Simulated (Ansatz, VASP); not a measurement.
# Sr: VASP beside Ansatz

```xyz
1
Lattice="0.0000 3.1020 3.1020 3.1020 0.0000 3.1020 3.1020 3.1020 0.0000" Properties=species:S:1:pos:R:3 pbc="T T T"
Sr    0.0000    0.0000    0.0000
```

Change from the starting cell: volume scaled by 1.06.

Alike in both runs: task single point; functional PBE; k mesh 10 × 10 × 10; occupations fermi-dirac, width 0.08 eV; no spin polarisation.

```csv
,VASP,Ansatz
version,VASP 6.6.1,Ansatz 0.2.0
potentials or method,"VASP PAW PBE potentials, release 64 (Sr_sv), cutoff 520 eV","all-electron LAPW, scalar-relativistic"
```

```csv
,VASP,Ansatz,Ansatz less VASP
pressure (GPa),-0.8,-0.8,0.00
```

Ansatz ran all-electron here, and VASP with PAW potentials.
